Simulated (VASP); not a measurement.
Wanted: the native input for a VASP 6.6.1 run.

```
Task                   : single point
Functional             : PBE
Potentials or basis    : VASP PAW PBE potentials, release 64 (Sc_sv)
Cutoff                 : 520 eV
k mesh                 : 12 × 12 × 4
Occupations            : fermi-dirac, width 0.1 eV
Spin                   : no spin polarisation
Dipole correction      : no
Further INCAR settings : ALGO = Normal; EDIFF = 1e-06; NBANDS = 30
```

The structure of Sc lies in POSCAR:

```
Sc
1.0
    3.4227881873      0.0000000000      0.0000000000
   -1.7113940936      2.9642215220      0.0000000000
    0.0000000000      0.0000000000     10.9247995176
Sc
4
Direct
    0.0000000000      1.0000000000      0.0000000000
    0.0000000000      1.0000000000      0.5000000000
    0.3333333333      0.6666666667      0.2500000000
    0.6666666667      0.3333333333      0.7500000000
```

One way to write it, as run:

INCAR

```
SYSTEM = Sc
ALGO     = Normal         ! electronic algorithm
EDIFF    = 1E-6           ! SCF threshold, eV
ENCUT    = 520            ! plane-wave cutoff, eV
GGA      = PE             ! functional
ISIF     = 2              ! what is computed and relaxed
ISMEAR   = -1             ! smearing method
LASPH    = .True.         ! aspherical terms in the spheres
LCHARG   = .True.         ! write CHGCAR
LELF     = .True.         ! ELF
LREAL    = .False.        ! projectors in reciprocal space
LVHAR    = .True.       
LWAVE    = .False.        ! write WAVECAR
NBANDS   = 30             ! bands
NELM     = 60             ! most SCF steps
PREC     = Accurate       ! precision mode
SIGMA    = 0.1            ! smearing width, eV
```

KPOINTS

```
k-points
0
Gamma
  12 12 4
  0 0 0
```

Potentials or basis: VASP PAW PBE potentials, release 64 (Sc_sv).

Run with:

```console
$ cat potpaw_PBE.64/Sc_sv/POTCAR > POTCAR
$ mpirun -np 1 vasp_std > vasp.out
```

Results of the run:

```json
{"Pressure": "-4.9 GPa", "Band gap on the k mesh": "zero (bands 22 and 23 overlap by 1.02 eV)"}
```

Caveat: the cell stands under tension.

It took 2.2 min on 1 thread of AMD EPYC 9R45 96-Core Processor (Zen 5), on a shared host, peak memory 0.29 GiB.
